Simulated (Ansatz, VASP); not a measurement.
**Two plane-wave programs on CO2**

File INCAR:

```
ALGO     = Normal         # electronic algorithm
EDIFF    = 1E-7           # SCF threshold, eV
ENCUT    = 520            # plane-wave cutoff, eV
GGA      = PE             # functional
ISIF     = 2              # what is computed and relaxed
ISMEAR   = 0              # smearing method
LASPH    = T              # aspherical terms in the spheres
LCHARG   = F              # write CHGCAR
LREAL    = F              # projectors in reciprocal space
LWAVE    = F              # write WAVECAR
NBANDS   = 44             # bands
NELM     = 80             # most SCF steps
PREC     = Accurate       # precision mode
SIGMA    = 0.05           # smearing width, eV
```

The input KPOINTS:

```
k-points
0
Gamma
  4 4 4
```

The input POSCAR:

```
CO2
1.0
    5.8311571288      0.0000000000      0.0000000000
    0.0000000000      5.8311571288      0.0000000000
    0.0000000000      0.0000000000      6.1192162910
C O
4 8
Direct
    0.0000000000      0.0000000000      0.0000000000
    0.5000000000      0.0000000000      0.5000000000
    0.5000000000      0.5000000000      0.0000000000
    0.0000000000      0.5000000000      0.5000000000
    0.1114834447      0.1114834447      0.1114834447
    0.3885165553      0.8885165553      0.6114834447
    0.6114834447      0.3885165553      0.8885165553
    0.8885165553      0.6114834447      0.3885165553
    0.8885165553      0.8885165553      0.8885165553
    0.6114834447      0.1114834447      0.3885165553
    0.3885165553      0.6114834447      0.1114834447
    0.1114834447      0.3885165553      0.6114834447
```

Input for Ansatz:

```yaml
crystal:
  lattice:
    - [5.8311571288, 0.0, 0.0]
    - [0.0, 5.8311571288, 0.0]
    - [0.0, 0.0, 6.119216291]
  atoms:
    - { symbol: C, position: [0.0, 0.0, 0.0] }
    - { symbol: C, position: [0.5, 0.0, 0.5] }
    - { symbol: C, position: [0.5, 0.5, 0.0] }
    - { symbol: C, position: [0.0, 0.5, 0.5] }
    - { symbol: O, position: [0.1114834447, 0.1114834447, 0.1114834447] }
    - { symbol: O, position: [0.3885165553, 0.8885165553, 0.6114834447] }
    - { symbol: O, position: [0.6114834447, 0.3885165553, 0.8885165553] }
    - { symbol: O, position: [0.8885165553, 0.6114834447, 0.3885165553] }
    - { symbol: O, position: [0.8885165553, 0.8885165553, 0.8885165553] }
    - { symbol: O, position: [0.6114834447, 0.1114834447, 0.3885165553] }
    - { symbol: O, position: [0.3885165553, 0.6114834447, 0.1114834447] }
    - { symbol: O, position: [0.1114834447, 0.3885165553, 0.6114834447] }
basis:
  ecutwfc: 520.0
kpoints:
  mp_grid: { grid: [4, 4, 4] }
hamiltonian:
  xc: pbe
scf:
  occupations: { method: gaussian, width: 0.05 }
output:
  forces: true
  stress: true
  eigenvalues: true
```

Alike in both runs: task single point; functional PBE; k mesh 4 × 4 × 4; occupations gaussian, width 0.05 eV; no spin polarisation.

|  | VASP | Ansatz |
| --- | --- | --- |
| version | VASP 6.6.1 | Ansatz 0.2.0 |
| potentials or method | VASP PAW PBE potentials, release 64 (C, O), cutoff 520 eV | scalar-relativistic, plane waves, PAW |
| valence electrons in the cell | 64 | 64 |

|  | VASP | Ansatz | Ansatz less VASP |
| --- | --- | --- | --- |
| gap on the k mesh at the Fermi level (eV) | 6.80 | 6.82 | +0.013 |
| least direct gap on the mesh (eV) | 6.80 | 6.82 | +0.013 |
| pressure (GPa) | 8.2 | 6.6 | -1.54 |
| traceless stress, the component that is largest in VASP (GPa) | 0.40 | 0.28 | -0.111 |
| rms of the force components (eV/Å) | 1.657 | 1.295 | -0.3614 |

Atom by atom the forces differ by 0.361 eV/Å (rms over components). With one functional, cell and mesh, what is left measures potentials, basis and numerics.

Noted on VASP's run: the standard files for N, O and F lose accuracy on very short bonds.
